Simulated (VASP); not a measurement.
SiC:

```xyz
8
Lattice="3.1162 0.0000 0.0000 -1.5581 2.6987 0.0000 0.0000 0.0000 10.2032" Properties=species:S:1:pos:R:3 pbc="T T T"
Si    0.0000    0.0000    1.9171
Si    0.0000    0.0000    7.0187
Si    0.0000    1.7991    4.4674
Si    1.5581    0.8996    9.5690
C     0.0000    0.0000    0.0047
C     0.0000    0.0000    5.1063
C     0.0000    1.7991    2.5488
C     1.5581    0.8996    7.6504
```

Base run:

| Item | Value |
| --- | --- |
| Program | VASP 6.6.1 |
| Functional | PBEsol |
| Dispersion | D3(BJ) |
| Potentials or basis | VASP PAW PBE potentials, release 64 (Si, C) |
| Cutoff | 520 eV |
| k mesh | 10 × 10 × 3 |
| Occupations | fermi-dirac, width 0.05 eV |
| Spin | no spin polarisation |

Its results: band gap on the k mesh 2.10 eV (least direct gap 3.21 eV); pressure -10.9 GPa; largest force 0.008 eV/Å.

**Question.** The run is repeated on the same cell with these changes: functional from PBEsol to BLYP. What comes out?

**Answer.** Band gap on the k mesh 2.52 eV (least direct gap 3.62 eV); pressure -8.6 GPa; largest force 0.024 eV/Å.

BLYP binds less tightly than PBEsol, so the same cell stands under more pressure.

Caveats: the cell stands under tension; the PAW data sets were made with another functional, which shifts forces and pressure a little; an odd mesh through Γ misses points on the zone boundary, where band edges can lie.
